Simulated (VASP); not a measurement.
# NbP (I4_1md) in VASP: further runs, part 2 of 2

VASP 6.6.1. The steps go on from the part before.

## 3. Single point, PBEsol

This run uses another cell than the first one, of 15.56 Å³/atom.

Contents of INCAR:

```
ALGO     = Normal         # electronic algorithm
EDIFF    = 1E-6           # SCF threshold, eV
ENCUT    = 520            # plane-wave cutoff, eV
GGA      = PS             # functional
ISIF     = 2              # what is computed and relaxed
ISMEAR   = -1             # smearing method
LASPH    = T              # aspherical terms in the spheres
LCHARG   = T              # write CHGCAR
LELF     = T              # ELF
LREAL    = F              # projectors in reciprocal space
LVHAR    = T            
LWAVE    = F              # write WAVECAR
NBANDS   = 26             # bands
NELM     = 100            # most SCF steps
PREC     = Accurate       # precision mode
SIGMA    = 0.05           # smearing width, eV
```

Contents of KPOINTS:

```
k-points
0
Gamma
  11 11 11
```

Contents of POSCAR:

```
NbP
1.0
   -1.6601705423      1.6601705423      5.6457542643
    1.6601705423     -1.6601705423      5.6457542643
    1.6601705423      1.6601705423     -5.6457542643
Nb P
2 2
Direct
    0.2501919078      0.7501919078      0.5000000000
    0.5001919078      0.5001919078      0.0000000000
    0.8324366622      0.3324366622      0.5000000000
    0.0824366622      0.0824366622      0.0000000000
```

Potentials or basis: VASP PAW PBE potentials, release 64 (Nb_sv, P).

On the command line:

```
> cat potpaw_PBE.64/Nb_sv/POTCAR potpaw_PBE.64/P/POTCAR > POTCAR
> mpirun -np 1 vasp_std > vasp.out
```

OUTCAR:

```text
EDIFF = 1E-6
   ENCUT = 520
   GGA = PS
   ISIF = 2
   ISMEAR = -1
   LASPH = T
   LREAL = F
   NELM = 100
   PREC = Accurate

 ion  position               nearest neighbor table
   1  0.250  0.750  0.500-   4 2.52   4 2.52   3 2.52   3 2.52   3 2.52   3 2.52
   2  0.500  0.500  0.000-   3 2.52   3 2.52   4 2.52   4 2.52   4 2.52   4 2.52
   3  0.832  0.332  0.500-   2 2.52   2 2.52   1 2.52   1 2.52   1 2.52   1 2.52
   4  0.082  0.082  0.000-   1 2.52   1 2.52   2 2.52   2 2.52   2 2.52   2 2.52

  LATTYP: Found a body centered tetragonal cell.
 ALAT       =     3.3203410846
 C/A-ratio  =     3.4007074095

  Lattice vectors:

 A1 = (  -1.6601705423,   1.6601705423,   5.6457542643)
 A2 = (   1.6601705423,  -1.6601705423,   5.6457542643)
 A3 = (   1.6601705423,   1.6601705423,  -5.6457542643)

Analysis of symmetry for initial positions (statically):
=====================================================================
 Subroutine PRICEL returns:
 Original cell was already a primitive cell.

 Routine SETGRP: Setting up the symmetry group for a
 body centered tetragonal supercell.

 Subroutine GETGRP returns: Found  8 space group operations
 (whereof  4 operations were pure point group operations)
 out of a pool of 16 trial point group operations.

The static configuration has the point symmetry C_2v.
 The point group associated with its full space group is C_4v.

Analysis of symmetry for dynamics (positions and initial velocities):
=====================================================================
 Subroutine PRICEL returns:
 Original cell was already a primitive cell.

 Routine SETGRP: Setting up the symmetry group for a
 body centered tetragonal supercell.

 Subroutine GETGRP returns: Found  8 space group operations
 (whereof  4 operations were pure point group operations)
 out of a pool of 16 trial point group operations.

The dynamic configuration has the point symmetry C_2v.
 The point group associated with its full space group is C_4v.

 Subroutine INISYM returns: Found  8 space group operations
 (whereof  4 operations are pure point group operations),
 and found     1 'primitive' translations

----------------------------------------------------------------------------------------

                                     Primitive cell

  volume of cell :      62.2425

  direct lattice vectors                    reciprocal lattice vectors
    -1.660170542  1.660170542  5.645754264     0.000000000  0.301173878  0.088562126
     1.660170542 -1.660170542  5.645754264     0.301173878  0.000000000  0.088562126
     1.660170542  1.660170542 -5.645754264     0.301173878  0.301173878  0.000000000

  length of vectors
     6.114480654  6.114480654  6.114480654     0.313925078  0.313925078  0.425924183

  position of ions in fractional coordinates (direct lattice)
     0.250191908  0.750191908  0.500000000
     0.500191908  0.500191908  0.000000000
     0.832436662  0.332436662  0.500000000
     0.082436662  0.082436662  0.000000000

  ion indices of the primitive-cell ions
   primitive index   ion index
                 1           1
                 2           2
[... 22 lines left out ...]
     0.000000000  0.000000000  0.000000000

 Subroutine IBZKPT returns following result:
 ===========================================

 Found    126 irreducible k-points:

 Following reciprocal coordinates:
            Coordinates               Weight
  0.000000  0.000000  0.000000      1.000000
  0.090909  0.000000 -0.000000      8.000000
  0.181818  0.000000  0.000000      8.000000
  0.272727 -0.000000  0.000000      8.000000
  0.363636  0.000000 -0.000000      8.000000
  0.454545  0.000000 -0.000000      8.000000
[... 16 lines left out ...]
 -0.272727  0.181818 -0.000000     16.000000
 -0.181818  0.181818  0.000000      4.000000
 [... further k-points ...]
   k-points           NKPTS =    126   k-points in BZ     NKDIM =    126   number of bands    NBANDS=     26
   number of dos      NEDOS =    301   number of ions     NIONS =      4
   total plane-waves  NPLWV = 110592
   dimension x,y,z NGX =    48 NGY =   48 NGZ =   48
   dimension x,y,z NGXF=    96 NGYF=   96 NGZF=   96
   ions per type =               2   2
   NGX,Y,Z   is equivalent  to a cutoff of  13.05, 13.05, 13.05 a.u.
   NGXF,Y,Z  is equivalent  to a cutoff of  26.10, 26.10, 26.10 a.u.
 SYSTEM =  unknown system
   PREC   = accura    normal or accurate (medium, high low for compatibility)
   ISTART =      0    job   : 0-new  1-cont  2-samecut
   ICHARG =      2    charge: 1-file 2-atom 10-const
   ISPIN  =      1    spin polarized calculation?
   LNONCOLLINEAR =      F non collinear calculations
   LSORBIT =      F    spin-orbit coupling
   LASPH  =      T    aspherical Exc in radial PAW
   ENCUT  =  520.0 eV  38.22 Ry    6.18 a.u.  11.37 11.37 11.37*2*pi/ulx,y,z
   NELM   =    100;   NELMIN=  2; NELMDL= -5     # of ELM steps
   EDIFF  = 0.1E-05   stopping-criterion for ELM
   LREAL  =      F    real-space projection
   EDIFFG = 0.1E-04   stopping-criterion for IOM
   NSW    =      0    number of steps for IOM
   IBRION =     -1    ionic relax: 0-MD 1-quasi-New 2-CG
   NFREE  =      0    steps in history (QN), initial steepest desc. (CG)
   ISIF   =      2    stress and relaxation
   ISYM   =      2    0-nonsym 1-usesym 2-fastsym
   POTIM  = 0.5000    time-step for ionic-motion
   TEBEG  =    0.0;   TEEND  =   0.0 temperature during run
   PSTRESS=    0.0 pullay stress
   NELECT =      36.0000    total number of electrons
   NUPDOWN=      -1.0000    fix difference up-down
   EMIN   =  10.00;   EMAX   =-10.00  energy-range for DOS
   EFERMI =   0.00;   METHOD = LEGACY
   ISMEAR =    -1;   SIGMA  =   0.05  broadening in eV -4-tet -1-fermi 0-gaus
   EFERMI_NEDOS =   21; number of points for ismear=-14 and -15
   IALGO  =     38    algorithm
   IMIX   =      4    mixing-type and parameters
     AMIX     =   0.40;   BMIX     =  1.00
     AMIX_MAG =   1.60;   BMIX_MAG =  1.00
  volume/ion in A,a.u.               =      15.56       105.01
  Fermi-wavevector in a.u.,A,eV,Ry     =   1.363996  2.577579 25.313449  1.860486
  Thomas-Fermi vector in A             =   2.490351
   LORBIT       =      0    0 simple, 1 ext, 2 COOP (PROOUT), +10 PAW based schemes
   GGA     = PS    functional components
   LHFCALC =     F    Hartree Fock is set to
   AEXX    =    0.0000 exact exchange contribution
   IVDW    =     0    specifies the selected vdW correction
   LEPSILON=     F    determine dielectric tensor
   LRPA    =     F    only Hartree local field effects (RPA)
 non-spin polarized calculation
  energy-cutoff  :      520.00
  volume of cell :       62.24
 maximum number of plane-waves:      1696
 NGX is ok and might be reduce to    48
   NGX = 23   NGY = 23   NGZ = 23

 number of electron      36.0000001 magnetization

 Free energy of the ion-electron system (eV)
  ---------------------------------------------------
  ext. energy  EPLUGINS =         0.00000000
  ---------------------------------------------------
  free energy    TOTEN  =       -37.83770959 eV

  energy without entropy =      -37.83246390  energy(sigma->0) =      -37.83508675

 E-fermi :  10.9132     XC(G=0): -12.2673

 val. band max:       10.8975695076   @ k =  -0.3636   0.4545   0.3636
 cond. band min:      10.9554876358   @ k =  -0.0909   0.4545   0.0909
 fundamental gap:      0.0579181282
 Fermi energy:        10.9131670726

 k-point     1 :       0.0000    0.0000    0.0000
  band No.  band energies     occupation
      1     -43.8232      2.00000
      2     -43.7775      2.00000
      3     -20.1672      2.00000
      4     -19.9292      2.00000
      5     -19.9292      2.00000
      6     -19.7738      2.00000
[... 685 lines left out ...]
     25      15.2891      0.00000
     26      16.5626      0.00000

 [... further k-points ...]

------------------------ aborting loop because EDIFF is reached ----------------------------------------

  FORCE on cell =-STRESS in cart. coord.  units (eV):
  Direction    XX          YY          ZZ          XY          YZ          ZX
  --------------------------------------------------------------------------------------
  -------------------------------------------------------------------------------------
  Total       -0.0953924     -0.0953924     -0.0995492      0.0000000      0.0000000      0.0000000
  in kB       -2.4554828     -2.4554828     -2.5624836      0.0000000      0.0000000      0.0000000
  external PRESSURE =      -2.4911498 kB  Pullay stress =       0.0000000 kB

 VOLUME and BASIS-vectors are now :
 -----------------------------------------------------------------------------
  energy-cutoff  :      520.00
  volume of cell :       62.24
      direct lattice vectors                 reciprocal lattice vectors
    -1.660170542  1.660170542  5.645754264     0.000000000  0.301173878  0.088562126
     1.660170542 -1.660170542  5.645754264     0.301173878  0.000000000  0.088562126
     1.660170542  1.660170542 -5.645754264     0.301173878  0.301173878  0.000000000

 POSITION                                       TOTAL-FORCE (eV/Angst)
 -----------------------------------------------------------------------------------
      1.66017      0.00000      2.82504        -0.000000     -0.000000     -0.002661
      0.00000      0.00000      5.64792         0.000000      0.000000     -0.002661
      0.00000      1.66017      3.75371         0.000000     -0.000000      0.002661
      0.00000      0.00000      0.93083        -0.000000      0.000000      0.002661
 -----------------------------------------------------------------------------------
    total drift:                                0.000000      0.000000     -0.000280

  FREE ENERGIE OF THE ION-ELECTRON SYSTEM (eV)
  ---------------------------------------------------
  free  energy   TOTEN  =       -37.8377095883 eV

  energy  without entropy=      -37.8324639031  energy(sigma->0) =      -37.83508675
```

It took 3.5 min on 1 thread of Intel Xeon 6975P-C (Granite Rapids), shared host; peak memory 0.42 GiB.

What came out:

```yaml
Free_energy: -37.8377 eV
Pressure: -0.2 GPa
Band_gap_on_the_k_mesh: 0.06 eV (least direct gap 0.08 eV)
```

Forces in eV/Å, atoms in the order of the input:
```
Nb   0.000  0.000 -0.003
Nb   0.000  0.000 -0.003
P    0.000  0.000  0.003
P    0.000  0.000  0.003
```

Levels at points of the mesh, in eV from the valence-band top:
```csv
k point,band 15,band 16,band 17,band 18,band 19,band 20,band 21,band 22
"(0.00, 0.00, 0.00)",-2.22,-1.74,-1.35,-1.35,0.84,1.68,2.81,3.28
```

Caveat: the PAW data sets were made with another functional, which shifts forces and pressure a little; an odd mesh through Γ misses points on the zone boundary, where band edges can lie.
